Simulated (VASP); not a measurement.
# CsBr (Pm-3m) in VASP: a series of runs

The runs below take CsBr through single point, with r2SCAN.

Everything below comes from runs of VASP 6.6.1. Logs are shortened: lines on timing, memory, paths and dates and some standing lists are left out, and cuts for length are marked.

### 1 The cell of the first run

It takes space group Pm-3m (No. 221, cubic). Conventional cell: a = 4.362 Å, b = 4.362 Å, c = 4.362 Å, α = 90.00°, β = 90.00°, γ = 90.00°. Cs (site symmetry m-3m) has 8 Br at 3.78 Å and 6 Cs at 4.36 Å within 5.0 Å. Within 5.0 Å of Br (site symmetry m-3m) lie 8 Cs at 3.78 Å and 6 Br at 4.36 Å.

### 2 Single point, r2SCAN (volume changed by +3%)

Input file POSCAR:

```
CsBr
1.0
    4.3621469662      0.0000000000      0.0000000000
    0.0000000000      4.3621469662      0.0000000000
    0.0000000000      0.0000000000      4.3621469662
Cs Br
1 1
Direct
    0.0000000000      0.0000000000      0.0000000000
    0.5000000000      0.5000000000      0.5000000000
```

Input file INCAR.step1:

```
SYSTEM = CsBr
PREC     = Accurate       ! precision mode
ENCUT    = 550            ! plane-wave cutoff, eV
ISMEAR   = 0              ! smearing method
SIGMA    = 0.01           ! smearing width, eV
LREAL    = .False.        ! projectors in reciprocal space
LASPH    = .True.         ! aspherical terms in the spheres
NELM     = 120            ! most SCF steps
NBANDS   = 15             ! bands
GGA      = PE             ! functional
ALGO     = Normal         ! electronic algorithm
EDIFF    = 1E-5           ! SCF threshold, eV
LWAVE    = .True.         ! write WAVECAR
LCHARG   = .False.        ! write CHGCAR
GGA_COMPAT= .False.
```

Input file INCAR.step2:

```
SYSTEM = CsBr
PREC     = Accurate       ! precision mode
ENCUT    = 550            ! plane-wave cutoff, eV
EDIFF    = 1E-6           ! SCF threshold, eV
ISMEAR   = 0              ! smearing method
SIGMA    = 0.01           ! smearing width, eV
LREAL    = .False.        ! projectors in reciprocal space
LASPH    = .True.         ! aspherical terms in the spheres
NELM     = 120            ! most SCF steps
ALGO     = Normal         ! electronic algorithm
ISIF     = 2              ! what is computed and relaxed
LWAVE    = .False.        ! write WAVECAR
LCHARG   = .True.         ! write CHGCAR
METAGGA  = R2SCAN         ! meta-GGA
LMIXTAU  = .True.       
LELF     = .True.         ! ELF
LVHAR    = .True.       
NBANDS   = 15             ! bands
ISTART   = 1            
GGA_COMPAT= .False.
```

Input file KPOINTS:

```
regular mesh
0
Gamma
  6 6 6
  0 0 0
```

Potentials or basis: VASP PAW PBE potentials, release 64 (Cs_sv, Br).

Run with:

```sh
$ cat potpaw_PBE.64/Cs_sv/POTCAR potpaw_PBE.64/Br/POTCAR > POTCAR
$ cp INCAR.step1 INCAR
$ mpirun -np 1 vasp_std > vasp.out
$ cp INCAR.step2 INCAR
$ mpirun -np 1 vasp_std > vasp.out
```

OUTCAR:

```text
SYSTEM = CsBr
   PREC = Accurate
   ENCUT = 550
   EDIFF = 1E-6
   ISMEAR = 0
   LREAL = .False.
   LASPH = .True.
   NELM = 120
   ISIF = 2
   METAGGA = R2SCAN
   ISTART = 1

 ion  position               nearest neighbor table
   1  0.000  0.000  0.000-
   2  0.500  0.500  0.500-

  LATTYP: Found a simple cubic cell.
 ALAT       =     4.3621469662

  Lattice vectors:

 A1 = (   4.3621469662,   0.0000000000,   0.0000000000)
 A2 = (   0.0000000000,   4.3621469662,   0.0000000000)
 A3 = (   0.0000000000,   0.0000000000,   4.3621469662)

Analysis of symmetry for initial positions (statically):
=====================================================================
 Subroutine PRICEL returns:
 Original cell was already a primitive cell.

 Routine SETGRP: Setting up the symmetry group for a
 simple cubic supercell.

 Subroutine GETGRP returns: Found 48 space group operations
 (whereof 48 operations were pure point group operations)
 out of a pool of 48 trial point group operations.

The static configuration has the point symmetry O_h .

Analysis of symmetry for dynamics (positions and initial velocities):
=====================================================================
 Subroutine PRICEL returns:
 Original cell was already a primitive cell.

 Routine SETGRP: Setting up the symmetry group for a
 simple cubic supercell.

 Subroutine GETGRP returns: Found 48 space group operations
 (whereof 48 operations were pure point group operations)
 out of a pool of 48 trial point group operations.

The dynamic configuration has the point symmetry O_h .

 Subroutine INISYM returns: Found 48 space group operations
 (whereof 48 operations are pure point group operations),
 and found     1 'primitive' translations

----------------------------------------------------------------------------------------

                                     Primitive cell

  volume of cell :      83.0044

  direct lattice vectors                    reciprocal lattice vectors
     4.362146966  0.000000000  0.000000000     0.229244913  0.000000000  0.000000000
     0.000000000  4.362146966  0.000000000     0.000000000  0.229244913  0.000000000
     0.000000000  0.000000000  4.362146966     0.000000000  0.000000000  0.229244913

  length of vectors
     4.362146966  4.362146966  4.362146966     0.229244913  0.229244913  0.229244913

  position of ions in fractional coordinates (direct lattice)
     0.000000000  0.000000000  0.000000000
     0.500000000  0.500000000  0.500000000

  ion indices of the primitive-cell ions
   primitive index   ion index
                 1           1
                 2           2

----------------------------------------------------------------------------------------

 KPOINTS: regular mesh

Automatic generation of k-mesh.
 Grid dimensions read from file:
 generate k-points for:    6    6    6

 Generating k-lattice:

  Cartesian coordinates                     Fractional coordinates (reciprocal lattice)
     0.038207485  0.000000000  0.000000000     0.166666667  0.000000000  0.000000000
     0.000000000  0.038207485  0.000000000     0.000000000  0.166666667  0.000000000
     0.000000000  0.000000000  0.038207485     0.000000000  0.000000000  0.166666667

  Length of vectors
     0.038207485  0.038207485  0.038207485

  Shift w.r.t. Gamma in fractional coordinates (k-lattice)
     0.000000000  0.000000000  0.000000000

 Subroutine IBZKPT returns following result:
 ===========================================

 Found     20 irreducible k-points:

 Following reciprocal coordinates:
            Coordinates               Weight
  0.000000  0.000000  0.000000      1.000000
  0.166667  0.000000  0.000000      6.000000
  0.333333  0.000000  0.000000      6.000000
  0.500000  0.000000  0.000000      3.000000
  0.166667  0.166667  0.000000     12.000000
  0.333333  0.166667  0.000000     24.000000
[... 12 lines left out ...]
  0.500000  0.500000  0.333333      6.000000
  0.500000  0.500000  0.500000      1.000000
   k-points           NKPTS =     20   k-points in BZ     NKDIM =     20   number of bands    NBANDS=     15
   number of dos      NEDOS =    301   number of ions     NIONS =      2
   total plane-waves  NPLWV =  46656
   dimension x,y,z NGX =    36 NGY =   36 NGZ =   36
   dimension x,y,z NGXF=    72 NGYF=   72 NGZF=   72
   ions per type =               1   1
   NGX,Y,Z   is equivalent  to a cutoff of  13.72, 13.72, 13.72 a.u.
   NGXF,Y,Z  is equivalent  to a cutoff of  27.44, 27.44, 27.44 a.u.
 SYSTEM =  CsBr
   PREC   = accura    normal or accurate (medium, high low for compatibility)
   ISTART =      1    job   : 0-new  1-cont  2-samecut
   ICHARG =      0    charge: 1-file 2-atom 10-const
   ISPIN  =      1    spin polarized calculation?
   LNONCOLLINEAR =      F non collinear calculations
   LSORBIT =      F    spin-orbit coupling
   LASPH  =      T    aspherical Exc in radial PAW
   ENCUT  =  550.0 eV  40.42 Ry    6.36 a.u.   8.34  8.34  8.34*2*pi/ulx,y,z
   NELM   =    120;   NELMIN=  2; NELMDL=  0     # of ELM steps
   EDIFF  = 0.1E-05   stopping-criterion for ELM
   LREAL  =      F    real-space projection
   EDIFFG = 0.1E-04   stopping-criterion for IOM
   NSW    =      0    number of steps for IOM
   IBRION =     -1    ionic relax: 0-MD 1-quasi-New 2-CG
   NFREE  =      0    steps in history (QN), initial steepest desc. (CG)
   ISIF   =      2    stress and relaxation
   ISYM   =      2    0-nonsym 1-usesym 2-fastsym
   POTIM  = 0.5000    time-step for ionic-motion
   TEBEG  =    0.0;   TEEND  =   0.0 temperature during run
   PSTRESS=    0.0 pullay stress
   NELECT =      16.0000    total number of electrons
   NUPDOWN=      -1.0000    fix difference up-down
   EMIN   =  10.00;   EMAX   =-10.00  energy-range for DOS
   EFERMI =   0.00;   METHOD = LEGACY
   ISMEAR =     0;   SIGMA  =   0.01  broadening in eV -4-tet -1-fermi 0-gaus
   EFERMI_NEDOS =   21; number of points for ismear=-14 and -15
   IALGO  =     38    algorithm
   IMIX   =      4    mixing-type and parameters
     AMIX     =   0.40;   BMIX     =  1.00
     AMIX_MAG =   1.60;   BMIX_MAG =  1.00
  volume/ion in A,a.u.               =      41.50       280.07
  Fermi-wavevector in a.u.,A,eV,Ry     =   0.945688  1.787091 12.168040  0.894326
  Thomas-Fermi vector in A             =   2.073614
   LORBIT       =      0    0 simple, 1 ext, 2 COOP (PROOUT), +10 PAW based schemes
   METAGGA = R2SCAN    functional components
   LHFCALC =     F    Hartree Fock is set to
   AEXX    =    0.0000 exact exchange contribution
   IVDW    =     0    specifies the selected vdW correction
   LEPSILON=     F    determine dielectric tensor
   LRPA    =     F    only Hartree local field effects (RPA)
 non-spin polarized calculation
 Gauss-broadening in eV      SIGMA  =   0.01
  energy-cutoff  :      550.00
  volume of cell :       83.00
 maximum number of plane-waves:      2469
 NGX is ok and might be reduce to    36
   NGX = 17   NGY = 17   NGZ = 17

 number of electron      16.0000004 magnetization

 Free energy of the ion-electron system (eV)
  ---------------------------------------------------
  ext. energy  EPLUGINS =         0.00000000
  ---------------------------------------------------
  free energy    TOTEN  =       -42.32352557 eV

  energy without entropy =      -42.32352557  energy(sigma->0) =      -42.32352557

 E-fermi :  -0.8182     XC(G=0):  -8.2163

 val. band max:       -0.9096395941   @ k =   0.5000   0.5000   0.0000
 cond. band min:       4.1491861713   @ k =   0.0000   0.0000   0.0000
 fundamental gap:      5.0588257654
 Fermi energy:        -0.8181901554

 k-point     1 :       0.0000    0.0000    0.0000
  band No.  band energies     occupation
      1     -21.2987      2.00000
      2     -13.6510      2.00000
      3      -7.5374      2.00000
      4      -7.5374      2.00000
      5      -7.5374      2.00000
      6      -0.9248      2.00000
      7      -0.9248      2.00000
      8      -0.9248      2.00000
      9       4.1492      0.00000
     10       4.5341      0.00000
     11       4.5341      0.00000
     12       8.7423      0.00000
     13       8.7423      0.00000
     14       8.7423      0.00000
     15      11.6424      0.00000

 k-point     2 :       0.1667    0.0000    0.0000
  band No.  band energies     occupation
      1     -21.2875      2.00000
      2     -13.6525      2.00000
      3      -7.6302      2.00000
      4      -7.5158      2.00000
      5      -7.5158      2.00000
      6      -1.2828      2.00000
      7      -0.9653      2.00000
      8      -0.9653      2.00000
      9       4.7074      0.00000
     10       4.7587      0.00000
     11       5.1112      0.00000
     12       8.5920      0.00000
     13       8.5920      0.00000
     14       8.8778      0.00000
     15      10.3413      0.00000

 k-point     3 :       0.3333    0.0000    0.0000
  band No.  band energies     occupation
      1     -21.2648      2.00000
      2     -13.6566      2.00000
      3      -7.8009      2.00000
      4      -7.4719      2.00000
      5      -7.4719      2.00000
      6      -1.8651      2.00000
      7      -1.0492      2.00000
      8      -1.0492      2.00000
      9       5.1621      0.00000
     10       6.0329      0.00000
     11       6.4417      0.00000
     12       8.4489      0.00000
     13       8.4489      0.00000
     14       8.7569      0.00000
     15       9.2066      0.00000

 k-point     4 :       0.5000    0.0000    0.0000
  band No.  band energies     occupation
      1     -21.2534      2.00000
      2     -13.6593      2.00000
      3      -7.8796      2.00000
      4      -7.4495      2.00000
      5      -7.4495      2.00000
      6      -2.1143      2.00000
      7      -1.0923      2.00000
      8      -1.0923      2.00000
      9       5.5042      0.00000
     10       6.7917      0.00000
     11       7.2791      0.00000
     12       8.0186      0.00000
     13       8.4557      0.00000
     14       8.4557      0.00000
     15       9.4181      0.00000
[... 235 lines left out ...]
 k-point    18 :       0.5000    0.3333    0.3333
  band No.  band energies     occupation
      1     -21.1962      2.00000
      2     -13.5244      2.00000
      3      -7.9510      2.00000
      4      -7.8322      2.00000
      5      -7.7893      2.00000
      6      -1.7905      2.00000
      7      -1.7789      2.00000
      8      -1.5393      2.00000
      9       6.6003      0.00000
     10       6.8190      0.00000
     11       7.4364      0.00000
     12       7.6998      0.00000
     13       8.3604      0.00000
     14       9.1780      0.00000
     15      10.9633      0.00000

 k-point    19 :       0.5000    0.5000    0.3333
  band No.  band energies     occupation
      1     -21.1867      2.00000
      2     -13.5046      2.00000
      3      -7.9342      2.00000
      4      -7.9342      2.00000
      5      -7.7767      2.00000
      6      -1.8533      2.00000
      7      -1.8533      2.00000
      8      -1.7487      2.00000
      9       7.1216      0.00000
     10       7.2283      0.00000
     11       7.4134      0.00000
     12       7.4134      0.00000
     13       9.3598      0.00000
     14       9.3598      0.00000
     15      10.6882      0.00000

 k-point    20 :       0.5000    0.5000    0.5000
  band No.  band energies     occupation
      1     -21.1775      2.00000
      2     -13.4870      2.00000
      3      -7.8947      2.00000
      4      -7.8947      2.00000
      5      -7.8947      2.00000
      6      -1.9750      2.00000
      7      -1.9750      2.00000
      8      -1.9750      2.00000
      9       7.8400      0.00000
     10       7.8400      0.00000
     11       7.8400      0.00000
     12       8.7119      0.00000
     13       8.7119      0.00000
     14       8.7119      0.00000
     15      10.7352      0.00000

------------------------ aborting loop because EDIFF is reached ----------------------------------------

  FORCE on cell =-STRESS in cart. coord.  units (eV):
  Direction    XX          YY          ZZ          XY          YZ          ZX
  --------------------------------------------------------------------------------------
  -------------------------------------------------------------------------------------
  Total       -0.1773797     -0.1773797     -0.1773797      0.0000000      0.0000000      0.0000000
  in kB       -3.4238408     -3.4238408     -3.4238408      0.0000000      0.0000000      0.0000000
  external PRESSURE =      -3.4238408 kB  Pullay stress =       0.0000000 kB

 VOLUME and BASIS-vectors are now :
 -----------------------------------------------------------------------------
  energy-cutoff  :      550.00
  volume of cell :       83.00
      direct lattice vectors                 reciprocal lattice vectors
     4.362146966  0.000000000  0.000000000     0.229244913  0.000000000  0.000000000
     0.000000000  4.362146966  0.000000000     0.000000000  0.229244913  0.000000000
     0.000000000  0.000000000  4.362146966     0.000000000  0.000000000  0.229244913

 POSITION                                       TOTAL-FORCE (eV/Angst)
 -----------------------------------------------------------------------------------
      0.00000      0.00000      0.00000         0.000000      0.000000      0.000000
      2.18107      2.18107      2.18107         0.000000      0.000000      0.000000
 -----------------------------------------------------------------------------------
    total drift:                                0.000000      0.000000      0.000000

  FREE ENERGIE OF THE ION-ELECTRON SYSTEM (eV)
  ---------------------------------------------------
  free  energy   TOTEN  =       -42.3235255747 eV

  energy  without entropy=      -42.3235255747  energy(sigma->0) =      -42.32352557
```

Wall time 42 s (1 thread of Intel Xeon 6975P-C (Granite Rapids), shared host); peak memory 0.22 GiB.

What came out:

```yaml
Free_energy: -42.3235 eV
Pressure: -0.3 GPa
Band_gap_on_the_k_mesh: 5.06 eV, indirect (least direct gap 5.07 eV)
```

Caveat: the PAW data sets were made with another functional, which shifts forces and pressure a little; spin-orbit coupling is left out, which moves the levels of the heavy elements. A k mesh can miss the band edges.

### 3 Single point, r2SCAN (volume changed by +6%)

Input file POSCAR:

```
CsBr
1.0
    4.4040932603      0.0000000000      0.0000000000
    0.0000000000      4.4040932603      0.0000000000
    0.0000000000      0.0000000000      4.4040932603
Cs Br
1 1
Direct
    0.0000000000      0.0000000000      0.0000000000
    0.5000000000      0.5000000000      0.5000000000
```

Input file INCAR.step1:

```
PREC = Accurate ; ENCUT = 550
ISMEAR = 0 ; SIGMA = 0.01
LREAL = False ; LASPH = True
NELM = 120 ; NBANDS = 15
GGA = PE ; ALGO = Normal
EDIFF = 1E-5 ; LWAVE = True
LCHARG = False ; GGA_COMPAT = False
```

Input file INCAR.step2:

```
PREC = Accurate ; ENCUT = 550
EDIFF = 1E-6 ; ISMEAR = 0
SIGMA = 0.01 ; LREAL = False
LASPH = True ; NELM = 120
ALGO = Normal ; ISIF = 2
LWAVE = False ; LCHARG = False
METAGGA = R2SCAN ; LMIXTAU = True
NBANDS = 15 ; ISTART = 1
GGA_COMPAT = False
```

Input file KPOINTS:

```
Automatic mesh
0
Gamma
  6 6 6
```

Potentials or basis: VASP PAW PBE potentials, release 64 (Cs_sv, Br).

Run with:

```sh
$ cat potpaw_PBE.64/Cs_sv/POTCAR potpaw_PBE.64/Br/POTCAR > POTCAR
$ cp INCAR.step1 INCAR
$ mpirun -np 1 vasp_std > vasp.out
$ cp INCAR.step2 INCAR
$ mpirun -np 1 vasp_std > vasp.out
```

OUTCAR:

```text
PREC = Accurate
   ENCUT = 550
   EDIFF = 1E-6
   ISMEAR = 0
   LREAL = False
   LASPH = True
   NELM = 120
   ISIF = 2
   METAGGA = R2SCAN
   ISTART = 1

 ion  position               nearest neighbor table
   1  0.000  0.000  0.000-
   2  0.500  0.500  0.500-

  LATTYP: Found a simple cubic cell.
 ALAT       =     4.4040932603

  Lattice vectors:

[... 537 lines left out ...]
     13       8.4364      0.00000
     14       8.4364      0.00000
     15      10.4246      0.00000

------------------------ aborting loop because EDIFF is reached ----------------------------------------

  FORCE on cell =-STRESS in cart. coord.  units (eV):
  Direction    XX          YY          ZZ          XY          YZ          ZX
  --------------------------------------------------------------------------------------
  -------------------------------------------------------------------------------------
  Total       -0.3758163     -0.3758163     -0.3758163      0.0000000      0.0000000      0.0000000
  in kB       -7.0488244     -7.0488244     -7.0488244      0.0000000      0.0000000      0.0000000
  external PRESSURE =      -7.0488244 kB  Pullay stress =       0.0000000 kB

 VOLUME and BASIS-vectors are now :
 -----------------------------------------------------------------------------
  energy-cutoff  :      550.00
  volume of cell :       85.42
      direct lattice vectors                 reciprocal lattice vectors
     4.404093260  0.000000000  0.000000000     0.227061495  0.000000000  0.000000000
     0.000000000  4.404093260  0.000000000     0.000000000  0.227061495  0.000000000
     0.000000000  0.000000000  4.404093260     0.000000000  0.000000000  0.227061495

 POSITION                                       TOTAL-FORCE (eV/Angst)
 -----------------------------------------------------------------------------------
      0.00000      0.00000      0.00000         0.000000      0.000000      0.000000
      2.20205      2.20205      2.20205         0.000000      0.000000      0.000000
 -----------------------------------------------------------------------------------
    total drift:                                0.000000      0.000000      0.000000

  FREE ENERGIE OF THE ION-ELECTRON SYSTEM (eV)
  ---------------------------------------------------
  free  energy   TOTEN  =       -42.3156722068 eV

  energy  without entropy=      -42.3156722068  energy(sigma->0) =      -42.31567221
```

OUTCAR.step1:

```text
PREC = Accurate
   ENCUT = 550
   ISMEAR = 0
   LREAL = False
   LASPH = True
[... 575 lines left out ...]
      0.00000      0.00000      0.00000         0.000000      0.000000      0.000000
      2.20205      2.20205      2.20205         0.000000      0.000000      0.000000
 -----------------------------------------------------------------------------------
    total drift:                                0.000000      0.000000      0.000000

  FREE ENERGIE OF THE ION-ELECTRON SYSTEM (eV)
  ---------------------------------------------------
  free  energy   TOTEN  =        -6.0241819654 eV

  energy  without entropy=       -6.0241819654  energy(sigma->0) =       -6.02418197
```

Run time: 51 s. Hardware: 1 thread of Intel Xeon 6975P-C (Granite Rapids), shared host; peak memory 0.22 GiB.

What came out:

```yaml
Free_energy: -42.3157 eV
Pressure: -0.7 GPa
Band_gap_on_the_k_mesh: 4.94 eV, indirect (least direct gap 4.97 eV)
```

Caveat: the PAW data sets were made with another functional, which shifts forces and pressure a little; spin-orbit coupling is left out, which moves the levels of the heavy elements.
